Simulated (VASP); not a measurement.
Set up this calculation in VASP 6.6.1, as the native input.

```
Task                   : single point
Functional             : PBE
Potentials or basis    : VASP PAW PBE potentials, release 64 (Sn_d, Se)
Cutoff                 : 520 eV
k mesh                 : 4 × 4 × 4
Occupations            : gaussian, width 0.1 eV
Spin                   : no spin polarisation
Dipole correction      : no
Further INCAR settings : ALGO = Normal; EDIFF = 1e-06; NBANDS = 24
```

The structure of Sn2Se lies in POSCAR:

```
Sn2Se
1.0
    0.0000000000      3.6056607200      3.6056607200
    3.6056607200      0.0000000000      3.6056607200
    3.6056607200      3.6056607200      0.0000000000
Sn Se
2 1
Direct
    0.2500000000      0.2500000000      0.2500000000
    0.7500000000      0.7500000000      0.7500000000
    0.5000000000      0.5000000000      0.5000000000
```

The cell was built from a structure type or drawn by symmetry, and may not be a known phase.

These files were run (other wordings do the same):

INCAR

```
ALGO     = Normal         # electronic algorithm
EDIFF    = 1E-6           # SCF threshold, eV
ENCUT    = 520            # plane-wave cutoff, eV
GGA      = PE             # functional
ISIF     = 2              # what is computed and relaxed
ISMEAR   = 0              # smearing method
LASPH    = True           # aspherical terms in the spheres
LCHARG   = False          # write CHGCAR
LREAL    = False          # projectors in reciprocal space
LWAVE    = False          # write WAVECAR
NBANDS   = 24             # bands
NELM     = 60             # most SCF steps
PREC     = Accurate       # precision mode
SIGMA    = 0.1            # smearing width, eV
```

KPOINTS

```
k-points
0
Gamma
  4 4 4
```

Potentials or basis: VASP PAW PBE potentials, release 64 (Sn_d, Se).

Run with:

```bash
$ cat potpaw_PBE.64/Sn_d/POTCAR potpaw_PBE.64/Se/POTCAR > POTCAR
$ mpirun -np 1 vasp_std > vasp.out
```

Results of the run:

```yaml
Pressure: -0.6 GPa
Band_gap_on_the_k_mesh: zero (bands 17 and 18 overlap by 1.32 eV)
```

Caveat: the k points lie up to 0.38 Å⁻¹ apart, too coarse for converged energies and pressures of a metal; spin-orbit coupling is left out, which moves the levels of the heavy elements.

Wall time 46 s on 1 thread of AMD EPYC 7571 (shared host), peak memory 0.2 GiB.
